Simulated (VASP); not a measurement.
# GaN: single point with PBE

The system is GaN.

```xyz
2
Lattice="0.0000 2.1972 2.1408 2.1972 0.0000 2.1408 2.1972 2.1972 0.0000" Properties=species:S:1:pos:R:3 pbc="T T T"
Ga    0.0000    0.0000    0.0000
N     3.2957    3.2957    3.2112
```

This cell differs from its parent crystal: strain -0.025 along x and y, -0.050 along z.

```json
{
 "Program": "VASP 6.6.1",
 "Task": "single point",
 "Functional": "PBE",
 "Potentials or basis": "VASP PAW PBE potentials, release 64 (Ga_d, N)",
 "Cutoff": "520 eV",
 "k mesh": "10 × 10 × 10",
 "Occupations": "gaussian, width 0.05 eV",
 "Spin": "no spin polarisation",
 "Dipole correction": "no",
 "Further INCAR settings": "ALGO = Normal; EDIFF = 1e-06; NBANDS = 16"
}
```

```yaml
Pressure: 29.4 GPa
Band_gap_on_the_k_mesh: 2.30 eV, direct
```

Stress tensor (GPa, compression positive):
```
28.55  0.00  0.00
 0.00 28.55  0.00
 0.00  0.00 31.09
```

Levels at points of the mesh, in eV from the valence-band top:
```
           k point  band 6  band 7  band 8  band 9  band 10  band 11  band 12  band 13
(0.00, 0.00, 0.00)  -13.21   -0.12   -0.12    0.00     2.30    10.83    10.90    10.90
(0.50, 0.00, 0.00)  -11.96   -7.82   -1.29   -1.08     5.25     9.16    10.60    11.06
(0.50, 0.50, 0.00)  -11.45   -6.43   -3.30   -3.30     3.17     6.87    12.68    14.89
(0.50, 0.00, 0.50)  -11.61   -6.74   -3.10   -3.08     3.36     7.33    12.25    14.71
```

It took 19 s on 1 thread of AMD EPYC 9R45 96-Core Processor (Zen 5) (shared host), peak memory 0.13 GiB.

Caveat: the cell differs from its parent crystal (strain -0.025 along x and y, -0.050 along z).
